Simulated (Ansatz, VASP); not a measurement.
WS2: VASP beside Ansatz

```
W S
1.0
     3.18321    0.00000    0.00000
    -1.59160    2.75674    0.00000
     0.00000    0.00000   23.66876
W S
2 4
Direct
  0.33333 0.66667 0.63732
  0.66667 0.33333 0.36268
  0.33333 0.66667 0.29682
  0.66667 0.33333 0.57144
  0.33333 0.66667 0.42856
  0.66667 0.33333 0.70318
```

Alike in both runs: task single point; functional PBE; k mesh 6 × 6 × 1; occupations gaussian, width 0.1 eV; no spin polarisation.

|  | VASP | Ansatz |
| --- | --- | --- |
| version | VASP 6.6.1 | Ansatz 0.2.0 |
| potentials or method | VASP PAW PBE potentials, release 64 (W_sv, S), cutoff 500 eV | scalar-relativistic, plane waves, PAW |
| valence electrons in the cell | 52 | 52 |

|  | VASP | Ansatz | Ansatz less VASP |
| --- | --- | --- | --- |
| gap on the k mesh at the Fermi level (eV) | 1.48 | 1.47 | -0.016 |
| least direct gap on the mesh (eV) | 1.77 | 1.77 | -0.003 |
| rms of the force components (eV/Å) | 0.122 | 0.120 | -0.0014 |

Atom by atom the forces differ by 0.001 eV/Å (rms over components).

Neither program's run includes spin-orbit coupling.
